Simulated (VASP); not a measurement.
Set up this calculation in VASP 6.6.1, as the native input.

```
Task                   : single point
Functional             : PBEsol
Potentials or basis    : VASP PAW PBE potentials, release 64 (Mg, O)
Cutoff                 : 520 eV
k mesh                 : 9 × 9 × 6
Occupations            : gaussian, width 0.05 eV
Spin                   : no spin polarisation
Dipole correction      : no
Further INCAR settings : ALGO = Normal; EDIFF = 1e-06; NBANDS = 16
```

The structure of MgO lies in POSCAR:

```
MgO
1.0
    3.4947663883      0.0000000000      0.0000000000
   -1.7473831942      3.0265564725      0.0000000000
    0.0000000000      0.0000000000      3.9850000000
Mg O
2 2
Direct
    0.6666666667      0.3333333333      0.7500000000
    0.3333333333      0.6666666667      0.2500000000
    0.6666666667      0.3333333333      0.2500000000
    0.3333333333      0.6666666667      0.7500000000
```

The input as run:

INCAR

```
  ALGO = Normal
  EDIFF = 1E-6
  ENCUT = 520
  GGA = PS
  ISIF = 2
  ISMEAR = 0
  LASPH = T
  LCHARG = T
  LELF = T
  LREAL = F
  LVHAR = T
  LWAVE = F
  NBANDS = 16
  NELM = 80
  PREC = Accurate
  SIGMA = 0.05
```

KPOINTS

```
k-points
0
Gamma
  9 9 6
```

Potentials or basis: VASP PAW PBE potentials, release 64 (Mg, O).

Launch:

```bash
$ cat potpaw_PBE.64/Mg/POTCAR potpaw_PBE.64/O/POTCAR > POTCAR
$ mpirun -np 1 vasp_std > vasp.out
```

Results of the run:

```json
{
 "Pressure": "8.3 GPa",
 "Band gap on the k mesh": "3.57 eV, direct"
}
```

Caveat: the PAW data sets were made with another functional, which shifts forces and pressure a little.

It took 42 s on 1 thread of Intel Xeon 8259CL, with other jobs on the host, peak memory 0.18 GiB.
